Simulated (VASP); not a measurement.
# Pb (P-1) in VASP: notebook

The runs below take Pb through single point, with PBE.

Everything below comes from runs of VASP 6.6.1. Logs are shortened: lines on timing, memory, paths and dates and some standing lists are left out, and cuts for length are marked.

### 1 The cell of the first run

The typed cell holds 2 atoms: a = 3.597 Å, b = 3.635 Å, c = 6.699 Å, α = 105.13°, β = 105.78°, γ = 59.86°.

### 2 Single point, PBE (strained and its atoms moved)

File INCAR:

```
SYSTEM = Pb
PREC = Accurate
ENCUT = 520
EDIFF = 1E-7
ISMEAR = 0
SIGMA = 0.1
LREAL = .False.
LASPH = .True.
NELM = 100
ALGO = Normal
ISIF = 2
LWAVE = .False.
LCHARG = .True.
GGA = PE
LELF = .True.
LVHAR = .True.
NBANDS = 21
```

File KPOINTS:

```
Automatic mesh
0
Gamma
  14 14 8
  0 0 0
```

File POSCAR:

```
Pb
1.0
    3.1223899288     -1.7852375441      0.0187005074
    3.1441289027      1.8229770407      0.0415246797
   -2.1209556202      0.0266038432      6.3542752631
Pb
2
Direct
    0.1213012586      0.1445887519      0.2965515702
    0.8786987414      0.8554112481      0.7034484298
```

Potentials or basis: VASP PAW PBE potentials, release 64 (Pb_d).

Started as:

```
> cat potpaw_PBE.64/Pb_d/POTCAR > POTCAR
> mpirun -np 1 vasp_std > vasp.out
```

OUTCAR:

```text
SYSTEM = Pb
   PREC = Accurate
   ENCUT = 520
   EDIFF = 1E-7
   ISMEAR = 0
   LREAL = .False.
   LASPH = .True.
   NELM = 100
   ISIF = 2
   GGA = PE

 ion  position               nearest neighbor table
   1  0.121  0.145  0.297-   2 3.20   2 3.25   2 3.61   2 3.81
   2  0.879  0.855  0.703-   1 3.20   1 3.25   1 3.61   1 3.81

  LATTYP: Found a triclinic cell.
 ALAT       =     6.2669218607
 B/A-ratio  =     0.5739290046
 C/A-ratio  =     1.0748545122
 COS(alpha) =     0.0005121948
 COS(beta)  =     0.1626639899
 COS(gamma) =     0.8651149911

  Lattice vectors:

 A1 = (  -6.2665188315,  -0.0377394966,  -0.0602251871)
 A2 = (  -3.1223899288,   1.7852375441,  -0.0187005074)
 A3 = (  -1.0231732825,  -1.8495808839,  -6.3957999428)

Analysis of symmetry for initial positions (statically):
=====================================================================
 Subroutine PRICEL returns:
 Original cell was already a primitive cell.

 Routine SETGRP: Setting up the symmetry group for a
 triclinic supercell.

 Subroutine GETGRP returns: Found  2 space group operations
 (whereof  2 operations were pure point group operations)
 out of a pool of  2 trial point group operations.

The static configuration has the point symmetry S_2 .

Analysis of symmetry for dynamics (positions and initial velocities):
=====================================================================
 Subroutine PRICEL returns:
 Original cell was already a primitive cell.

 Routine SETGRP: Setting up the symmetry group for a
 triclinic supercell.

 Subroutine GETGRP returns: Found  2 space group operations
 (whereof  2 operations were pure point group operations)
 out of a pool of  2 trial point group operations.

The dynamic configuration has the point symmetry S_2 .

 Subroutine INISYM returns: Found  2 space group operations
 (whereof  2 operations are pure point group operations),
 and found     1 'primitive' translations

----------------------------------------------------------------------------------------

                                     Primitive cell

  volume of cell :      72.0631

  direct lattice vectors                    reciprocal lattice vectors
     3.122389929 -1.785237544  0.018700507     0.160728432 -0.278460480  0.054814432
     3.144128903  1.822977041  0.041524680     0.157422929  0.275871854  0.051390250
    -2.120955620  0.026603843  6.354275263    -0.001501767 -0.000983297  0.156877211

  length of vectors
     3.596768225  3.634627374  6.698953249     0.326157155  0.321758009  0.156887480

  position of ions in fractional coordinates (direct lattice)
     0.121301259  0.144588752  0.296551570
     0.878698741  0.855411248  0.703448430

  ion indices of the primitive-cell ions
   primitive index   ion index
                 1           1
                 2           2

----------------------------------------------------------------------------------------

 KPOINTS: Automatic mesh

Automatic generation of k-mesh.
 Grid dimensions read from file:
 generate k-points for:   14   14    8

 Generating k-lattice:

  Cartesian coordinates                     Fractional coordinates (reciprocal lattice)
     0.011480602 -0.019890034  0.003915317     0.071428571 -0.000000000  0.000000000
     0.011244495  0.019705132  0.003670732    -0.000000000  0.071428571  0.000000000
    -0.000187721 -0.000122912  0.019609651    -0.000000000  0.000000000  0.125000000

  Length of vectors
     0.023296940  0.022982715  0.019610935

  Shift w.r.t. Gamma in fractional coordinates (k-lattice)
     0.000000000  0.000000000  0.000000000

 Subroutine IBZKPT returns following result:
 ===========================================

 Found    788 irreducible k-points:

 Following reciprocal coordinates:
            Coordinates               Weight
  0.000000  0.000000  0.000000      1.000000
  0.071429  0.000000  0.000000      2.000000
  0.142857  0.000000  0.000000      2.000000
  0.214286  0.000000 -0.000000      2.000000
  0.285714  0.000000 -0.000000      2.000000
  0.357143  0.000000  0.000000      2.000000
[... 16 lines left out ...]
  0.000000  0.142857  0.000000      2.000000
  0.071429  0.142857 -0.000000      2.000000
 [... further k-points ...]
   k-points           NKPTS =    788   k-points in BZ     NKDIM =    788   number of bands    NBANDS=     21
   number of dos      NEDOS =    301   number of ions     NIONS =      2
   total plane-waves  NPLWV =  39200
   dimension x,y,z NGX =    28 NGY =   28 NGZ =   50
   dimension x,y,z NGXF=    56 NGYF=   56 NGZF=  100
   ions per type =               2
   NGX,Y,Z   is equivalent  to a cutoff of  12.94, 12.81, 12.41 a.u.
   NGXF,Y,Z  is equivalent  to a cutoff of  25.88, 25.61, 24.82 a.u.
 SYSTEM =  Pb
   PREC   = accura    normal or accurate (medium, high low for compatibility)
   ISTART =      0    job   : 0-new  1-cont  2-samecut
   ICHARG =      2    charge: 1-file 2-atom 10-const
   ISPIN  =      1    spin polarized calculation?
   LNONCOLLINEAR =      F non collinear calculations
   LSORBIT =      F    spin-orbit coupling
   LASPH  =      T    aspherical Exc in radial PAW
   ENCUT  =  520.0 eV  38.22 Ry    6.18 a.u.   6.69  6.76 12.46*2*pi/ulx,y,z
   NELM   =    100;   NELMIN=  2; NELMDL= -5     # of ELM steps
   EDIFF  = 0.1E-06   stopping-criterion for ELM
   LREAL  =      F    real-space projection
   EDIFFG = 0.1E-05   stopping-criterion for IOM
   NSW    =      0    number of steps for IOM
   IBRION =     -1    ionic relax: 0-MD 1-quasi-New 2-CG
   NFREE  =      0    steps in history (QN), initial steepest desc. (CG)
   ISIF   =      2    stress and relaxation
   ISYM   =      2    0-nonsym 1-usesym 2-fastsym
   POTIM  = 0.5000    time-step for ionic-motion
   TEBEG  =    0.0;   TEEND  =   0.0 temperature during run
   PSTRESS=    0.0 pullay stress
   NELECT =      28.0000    total number of electrons
   NUPDOWN=      -1.0000    fix difference up-down
   EMIN   =  10.00;   EMAX   =-10.00  energy-range for DOS
   EFERMI =   0.00;   METHOD = LEGACY
   ISMEAR =     0;   SIGMA  =   0.10  broadening in eV -4-tet -1-fermi 0-gaus
   EFERMI_NEDOS =   21; number of points for ismear=-14 and -15
   IALGO  =     38    algorithm
   IMIX   =      4    mixing-type and parameters
     AMIX     =   0.40;   BMIX     =  1.00
     AMIX_MAG =   1.60;   BMIX_MAG =  1.00
  volume/ion in A,a.u.               =      36.03       243.15
  Fermi-wavevector in a.u.,A,eV,Ry     =   1.194602  2.257470 19.416511  1.427073
  Thomas-Fermi vector in A             =   2.330588
   LORBIT       =      0    0 simple, 1 ext, 2 COOP (PROOUT), +10 PAW based schemes
   GGA     = PE    functional components
   LHFCALC =     F    Hartree Fock is set to
   AEXX    =    0.0000 exact exchange contribution
   IVDW    =     0    specifies the selected vdW correction
   LEPSILON=     F    determine dielectric tensor
   LRPA    =     F    only Hartree local field effects (RPA)
 non-spin polarized calculation
 Gauss-broadening in eV      SIGMA  =   0.10
  energy-cutoff  :      520.00
  volume of cell :       72.06
 maximum number of plane-waves:      1962
   NGX = 13   NGY = 13   NGZ = 25

 number of electron      27.9999996 magnetization

 Free energy of the ion-electron system (eV)
  ---------------------------------------------------
  ext. energy  EPLUGINS =         0.00000000
  ---------------------------------------------------
  free energy    TOTEN  =        -6.90051742 eV

  energy without entropy =       -6.89432842  energy(sigma->0) =       -6.89742292

 E-fermi :   5.5111     XC(G=0):  -9.2609

 val. band max:        5.5100667674   @ k =   0.2857   0.5000   0.3750
 cond. band min:       5.5130295280   @ k =  -0.4286  -0.4286   0.3750
 fundamental gap:      0.0029627606
 Fermi energy:         5.5110802056

 k-point     1 :       0.0000    0.0000    0.0000
  band No.  band energies     occupation
      1     -11.5974      2.00000
      2     -11.5621      2.00000
      3     -11.5544      2.00000
      4     -11.5303      2.00000
      5     -11.5038      2.00000
      6     -11.4705      2.00000
[... 13 lines left out ...]
     20      14.1441      0.00000
     21      14.7878      0.00000

 k-point     2 :       0.0714    0.0000    0.0000
  band No.  band energies     occupation
      1     -11.5942      2.00000
      2     -11.5733      2.00000
      3     -11.5395      2.00000
      4     -11.5288      2.00000
      5     -11.4972      2.00000
      6     -11.4644      2.00000
[... 13 lines left out ...]
     20      14.3840      0.00000
     21      14.6807      0.00000

 k-point     3 :       0.1429    0.0000    0.0000
  band No.  band energies     occupation
      1     -11.5915      2.00000
      2     -11.5848      2.00000
      3     -11.5345      2.00000
      4     -11.5088      2.00000
      5     -11.4802      2.00000
      6     -11.4557      2.00000
[... 13 lines left out ...]
     20      14.1081      0.00000
     21      14.8653      0.00000

 k-point     4 :       0.2143    0.0000   -0.0000
  band No.  band energies     occupation
      1     -11.6070      2.00000
      2     -11.5827      2.00000
      3     -11.5453      2.00000
      4     -11.4811      2.00000
      5     -11.4660      2.00000
      6     -11.4398      2.00000
[... 13 lines left out ...]
     20      13.6170      0.00000
     21      14.6035      0.00000

 k-point     5 :       0.2857    0.0000   -0.0000
  band No.  band energies     occupation
      1     -11.6242      2.00000
      2     -11.5854      2.00000
      3     -11.5585      2.00000
      4     -11.4947      2.00000
      5     -11.4330      2.00000
      6     -11.4179      2.00000
[... 13 lines left out ...]
     20      13.1099      0.00000
     21      13.7824      0.00000

 k-point     6 :       0.3571    0.0000    0.0000
  band No.  band energies     occupation
      1     -11.6393      2.00000
      2     -11.5911      2.00000
      3     -11.5715      2.00000
      4     -11.5143      2.00000
      5     -11.4348      2.00000
      6     -11.3762      2.00000
[... 13 lines left out ...]
     20      12.8387      0.00000
     21      13.3590      0.00000

 k-point     7 :       0.4286    0.0000   -0.0000
  band No.  band energies     occupation
      1     -11.6496      2.00000
      2     -11.5954      2.00000
      3     -11.5814      2.00000
      4     -11.5307      2.00000
      5     -11.4389      2.00000
      6     -11.3540      2.00000
[... 13 lines left out ...]
     20      12.7004      0.00000
     21      13.2563      0.00000
[... 291 lines left out ...]
      1     -11.6155      2.00000
      2     -11.5869      2.00000
      3     -11.5506      2.00000
      4     -11.4941      2.00000
      5     -11.4333      2.00000
      6     -11.4183      2.00000
[... 13 lines left out ...]
     20      13.8251      0.00000
     21      14.7284      0.00000

 k-point    21 :      -0.1429    0.0714    0.0000
  band No.  band energies     occupation
      1     -11.6047      2.00000
      2     -11.5836      2.00000
      3     -11.5413      2.00000
      4     -11.4901      2.00000
      5     -11.4553      2.00000
      6     -11.4530      2.00000
[... 13 lines left out ...]
     20      14.2404      0.00000
     21      14.7790      0.00000

 k-point    22 :      -0.0714    0.0714    0.0000
  band No.  band energies     occupation
      1     -11.6002      2.00000
      2     -11.5780      2.00000
      3     -11.5370      2.00000
      4     -11.5059      2.00000
      5     -11.4867      2.00000
      6     -11.4626      2.00000
[... 13 lines left out ...]
     20      14.3025      0.00000
     21      14.4752      0.00000

 k-point    23 :       0.0000    0.1429    0.0000
  band No.  band energies     occupation
      1     -11.6076      2.00000
      2     -11.5692      2.00000
      3     -11.5398      2.00000
      4     -11.5059      2.00000
      5     -11.4843      2.00000
      6     -11.4576      2.00000
[... 13 lines left out ...]
     20      14.1677      0.00000
     21      14.8907      0.00000

 k-point    24 :       0.0714    0.1429   -0.0000
  band No.  band energies     occupation
      1     -11.5969      2.00000
      2     -11.5694      2.00000
      3     -11.5429      2.00000
      4     -11.5210      2.00000
      5     -11.4876      2.00000
      6     -11.4555      2.00000
[... 13 lines left out ...]
     20      14.5998      0.00000
     21      14.7447      0.00000

 [... further k-points ...]
[... 5 lines left out ...]
  --------------------------------------------------------------------------------------
  -------------------------------------------------------------------------------------
  Total       -0.8803528     -0.1331061      0.3950216     -0.0160479      0.1104217      0.4073493
  in kB      -19.5728572     -2.9593436      8.7825045     -0.3567914      2.4550028      9.0565859
  external PRESSURE =      -4.5832321 kB  Pullay stress =       0.0000000 kB

 VOLUME and BASIS-vectors are now :
 -----------------------------------------------------------------------------
  energy-cutoff  :      520.00
  volume of cell :       72.06
      direct lattice vectors                 reciprocal lattice vectors
     3.122389929 -1.785237544  0.018700507     0.160728432 -0.278460480  0.054814432
     3.144128903  1.822977041  0.041524680     0.157422929  0.275871854  0.051390250
    -2.120955620  0.026603843  6.354275263    -0.001501767 -0.000983297  0.156877211

 POSITION                                       TOTAL-FORCE (eV/Angst)
 -----------------------------------------------------------------------------------
      0.20438      0.05492      1.89264        -0.140033     -0.037885     -0.447513
      3.94118      0.00942      4.52186         0.140033      0.037885      0.447513
 -----------------------------------------------------------------------------------
    total drift:                                0.000000     -0.000000      0.000000

  FREE ENERGIE OF THE ION-ELECTRON SYSTEM (eV)
  ---------------------------------------------------
  free  energy   TOTEN  =        -6.9005174171 eV

  energy  without entropy=       -6.8943284168  energy(sigma->0) =       -6.89742292
```

It took 14 min on 1 thread of Intel Xeon Platinum 8259CL at 2.50GHz (Skylake/Cascade Lake), shared host; peak memory 0.93 GiB.

What came out:

```
Free energy            : -6.9005 eV
Pressure               : -0.5 GPa
Largest force          : 0.470 eV/Å
Band gap on the k mesh : zero (band 14 reaches 10.45 eV, above the bottom of band 15 at 3.89 eV)
```

Forces in eV/Å, atoms in the order of the input:
```
Pb  -0.140 -0.038 -0.448
Pb   0.140  0.038  0.448
```

Levels at points of the mesh, in eV from the Fermi level:
```
           k point  band 12  band 13  band 14  band 15  band 16  band 17
(0.00, 0.00, 0.00)    -8.21    -3.33     4.94     5.44     5.84     5.85
(0.50, 0.00, 0.00)    -7.11    -3.04    -2.32     0.81     2.38     2.79
(0.00, 0.50, 0.00)    -7.34    -2.91    -2.35     0.77     2.42     2.56
(0.50, 0.50, 0.00)    -7.01    -3.27    -1.90     1.42     1.99     2.40
(0.00, 0.00, 0.50)    -9.01    -0.68     1.00     4.64     5.51     5.94
(0.50, 0.00, 0.50)    -7.51    -3.03    -2.47     1.92     2.03     2.56
(0.00, 0.50, 0.50)    -7.68    -3.08    -2.66     1.96     2.21     2.84
(0.50, 0.50, 0.50)    -6.41    -3.65    -1.98     0.28     2.31     4.06
```

Caveat: the cell differs from its parent crystal (strained and its atoms moved); spin-orbit coupling is left out, which moves the levels of the heavy elements.

### 3 Single point, PBE (atoms moved at random and the cell strained at random)

File INCAR:

```
SYSTEM = Pb
PREC = Accurate ; ENCUT = 520
EDIFF = 1E-6 ; ISMEAR = 0
SIGMA = 0.1 ; LREAL = .False.
LASPH = .True. ; NELM = 100
ALGO = Normal ; ISIF = 2
LWAVE = .False. ; LCHARG = .False.
GGA = PE ; NBANDS = 21
```

File KPOINTS:

```
regular mesh
0
Gamma
  12 12 6
  0 0 0
```

File POSCAR:

```
Pb
1.0
    3.0373364032     -1.7699521018      0.0006659578
    3.0282697458      1.7542121185      0.0154386583
   -2.0952697580      0.0312008972      6.0917522201
Pb
2
Direct
    0.0747657763      0.0770510727      0.2757913983
    0.9252342237      0.9229489273      0.7242086017
```

Potentials or basis: VASP PAW PBE potentials, release 64 (Pb_d).

Started as:

```
> cat potpaw_PBE.64/Pb_d/POTCAR > POTCAR
> mpirun -np 1 vasp_std > vasp.out
```

OUTCAR:

```text
SYSTEM = Pb
   PREC = Accurate
   ENCUT = 520
   EDIFF = 1E-6
   ISMEAR = 0
   LREAL = .False.
   LASPH = .True.
   NELM = 100
   ISIF = 2
   GGA = PE

 ion  position               nearest neighbor table
   1  0.075  0.077  0.276-   2 3.30   2 3.37   2 3.46   2 3.46
   2  0.925  0.923  0.724-   1 3.30   1 3.37   1 3.46   1 3.46

  LATTYP: Found a triclinic cell.
 ALAT       =     3.5242068453
 B/A-ratio  =     0.9930467903
 C/A-ratio  =     1.8175250071
 COS(alpha) =     0.0046058280
 COS(beta)  =     0.2678417259
 COS(gamma) =     0.4990324031

  Lattice vectors:
[... 191 lines left out ...]
      3     -10.5595      2.00000
      4     -10.5510      2.00000
      5     -10.5384      2.00000
      6     -10.5300      2.00000
[... 565 lines left out ...]
     20      16.2243      0.00000
     21      16.5427      0.00000

 [... further k-points ...]
[... 5 lines left out ...]
  --------------------------------------------------------------------------------------
  -------------------------------------------------------------------------------------
  Total        0.3491083      0.1244200      0.6348535      0.0274100      0.0180071     -0.2912763
  in kB        8.5830634      3.0589511     15.6083035      0.6738944      0.4427164     -7.1612261
  external PRESSURE =       9.0834393 kB  Pullay stress =       0.0000000 kB

 VOLUME and BASIS-vectors are now :
 -----------------------------------------------------------------------------
  energy-cutoff  :      520.00
  volume of cell :       65.17
      direct lattice vectors                 reciprocal lattice vectors
     3.037336403 -1.769952102  0.000665958     0.163974517 -0.283575868  0.057851773
     3.028269746  1.754212118  0.015438658     0.165453585  0.283948433  0.055453741
    -2.095269758  0.031200897  6.091752220    -0.000437244 -0.000688625  0.164009517

 POSITION                                       TOTAL-FORCE (eV/Angst)
 -----------------------------------------------------------------------------------
     -0.11744      0.01144      1.68129         0.059123      0.004169     -0.113448
      4.08777      0.00402      4.42656        -0.059123     -0.004169      0.113448
 -----------------------------------------------------------------------------------
    total drift:                               -0.000000      0.000000      0.000000

  FREE ENERGIE OF THE ION-ELECTRON SYSTEM (eV)
  ---------------------------------------------------
  free  energy   TOTEN  =        -6.9879190239 eV

  energy  without entropy=       -6.9815891182  energy(sigma->0) =       -6.98475407
```

stdout:

```text
POSCAR found type information on POSCAR Pb
 POSCAR found :  1 types and       2 ions
 scaLAPACK will be used
 LDA part: xc-table for (Slater+PW92), standard interpolation
 POSCAR, INCAR and KPOINTS ok, starting setup
 FFT: planning ... GRIDC
 FFT: planning ... GRID_SOFT
 FFT: planning ... GRID
 WAVECAR not read
 entering main loop
```

Wall time 5.7 min (1 thread of Intel Xeon Platinum 8259CL at 2.50GHz (Skylake/Cascade Lake), shared host); peak memory 0.55 GiB.

Results:

```
Free energy            : -6.9879 eV
Pressure               : 0.9 GPa
Largest force          : 0.128 eV/Å
Band gap on the k mesh : zero (band 14 reaches 12.65 eV, above the bottom of band 15 at 4.89 eV)
```

Forces on the atoms (eV/Å):
```
Pb   0.059  0.004 -0.113
Pb  -0.059 -0.004  0.113
```

Levels at points of the mesh, in eV from the Fermi level:
```
           k point  band 10  band 11  band 12  band 13  band 14  band 15  band 16  band 17  band 18  band 19
(0.00, 0.00, 0.00)   -16.82   -11.48    -8.38    -3.95     6.17     6.18     6.34     6.45     6.76     9.19
(0.50, 0.00, 0.00)   -16.72    -8.37    -6.58    -3.65    -2.49     0.28     3.06     3.62     4.13     6.23
(0.00, 0.50, 0.00)   -16.72    -8.35    -6.52    -3.63    -2.40     0.20     2.94     3.56     4.05     6.17
(0.50, 0.50, 0.00)   -16.76    -7.71    -7.40    -3.21    -2.97     1.80     2.23     3.22     5.19     6.15
(0.00, 0.00, 0.50)   -16.77   -10.91    -9.82    -0.27     0.67     5.48     5.66     7.25     7.66     9.16
(0.50, 0.00, 0.50)   -16.77    -7.76    -7.61    -3.17    -2.68     1.84     2.42     2.43     5.18     6.54
(0.00, 0.50, 0.50)   -16.77    -7.73    -7.55    -3.19    -2.68     1.95     2.32     2.55     5.07     6.45
(0.50, 0.50, 0.50)   -16.75    -8.13    -6.91    -3.25    -2.42     0.40     2.88     2.89     3.99     6.28
```

Caveat: the cell differs from its parent crystal (atoms moved at random and the cell strained at random); spin-orbit coupling is left out, which moves the levels of the heavy elements.
